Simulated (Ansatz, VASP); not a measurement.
# One calculation of Ni, two programs

INCAR

```
ALGO     = Fast           # electronic algorithm
EDIFF    = 1E-6           # SCF threshold, eV
ENCUT    = 520            # plane-wave cutoff, eV
GGA      = CA             # functional
ISIF     = 2              # what is computed and relaxed
ISMEAR   = 0              # smearing method
LASPH    = T              # aspherical terms in the spheres
LCHARG   = T              # write CHGCAR
LELF     = T              # ELF
LREAL    = F              # projectors in reciprocal space
LVHAR    = T            
LWAVE    = F              # write WAVECAR
NBANDS   = 17             # bands
NELM     = 60             # most SCF steps
PREC     = Accurate       # precision mode
SIGMA    = 0.15           # smearing width, eV
```

The input KPOINTS:

```
k-points
0
Gamma
  20 20 12
```

The input POSCAR:

```
Ni
1.0
   -1.3590661858      1.3590661858      1.3590661858
    1.3590661858     -1.3590661858      1.3590661858
    2.7181323716      2.7181323716      0.0000000000
Ni
2
Direct
    0.0000000000      0.0000000000      0.0000000000
    0.5000000000      0.5000000000      0.5000000000
```

Input for Ansatz:

```yaml
crystal:
  lattice:
    - [-1.3590661858, 1.3590661858, 1.3590661858]
    - [1.3590661858, -1.3590661858, 1.3590661858]
    - [2.7181323716, 2.7181323716, 0.0]
  atoms:
    - { symbol: Ni, position: [0.0, 0.0, 0.0] }
    - { symbol: Ni, position: [0.5, 0.5, 0.5] }
basis:
  ecutwfc: 520.0
kpoints:
  mp_grid: { grid: [20, 20, 12] }
hamiltonian:
  xc: lda
  pseudopotentials: { kind: paw, azcp: { folder: soft_1 } }
scf:
  occupations: { method: gaussian, width: 0.15 }
output:
  forces: true
  stress: true
  eigenvalues: true
  write_density: true
  write_potential: true
  elf: true
  volumetric_format: npy
```

Alike in both runs: task single point; functional LDA; k mesh 20 × 20 × 12; occupations gaussian, width 0.15 eV; no spin polarisation.

```csv
,VASP,Ansatz
version,VASP 6.6.1,Ansatz 0.2.0
potentials or method,"VASP PAW LDA potentials, release 64 (Ni), cutoff 520 eV","scalar-relativistic, plane waves, PAW"
valence electrons in the cell,20,36
```

```tsv
	VASP	Ansatz	Ansatz less VASP
gap on the k mesh at the Fermi level (eV)	none	none	-
pressure (GPa)	0.1	0.1	0.00
```

Ansatz warns that its potentials were made for another functional, while VASP's fit it. LDA's correlation is that of Perdew and Zunger in VASP and of Perdew and Wang (1992) in Ansatz. A gap of «none» marks a metal or a gap that the smearing closes. VASP's potentials hold 20 valence electrons a cell and Ansatz's 36, so a difference there can come from the potentials and not from the codes.
